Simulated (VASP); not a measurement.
Here is a VASP 6.6.1 calculation.

The input INCAR:

```
PREC = Accurate
ENCUT = 520
EDIFF = 1E-6
ISMEAR = -1
SIGMA = 0.05
LREAL = F
LASPH = T
NELM = 80
ALGO = Normal
ISIF = 2
LWAVE = F
LCHARG = F
GGA = PS
NBANDS = 20
```

File KPOINTS:

```
regular mesh
0
Gamma
  8 8 8
```

File POSCAR:

```
K2Ir
1.0
    0.0000000000      3.7191295598      3.7191295598
    3.7191295598      0.0000000000      3.7191295598
    3.7191295598      3.7191295598      0.0000000000
Ir K
1 2
Direct
    0.0000000000      0.0000000000      0.0000000000
    0.2500000000      0.2500000000      0.2500000000
    0.7500000000      0.7500000000      0.7500000000
```

Potentials or basis: VASP PAW PBE potentials, release 64 (Ir, K_sv).

Command:

```sh
$ cat potpaw_PBE.64/Ir/POTCAR potpaw_PBE.64/K_sv/POTCAR > POTCAR
$ mpirun -np 1 vasp_std > vasp.out
```

Q: Predict the pressure.

A: 1.0 GPa.

Q: Predict the band gap on the k mesh.

A: Zero (an odd number of electrons rules out a gap without spin polarisation).

Caveat: the PAW data sets were made with another functional, which shifts forces and pressure a little; spin-orbit coupling is left out, which moves the levels of the heavy elements.
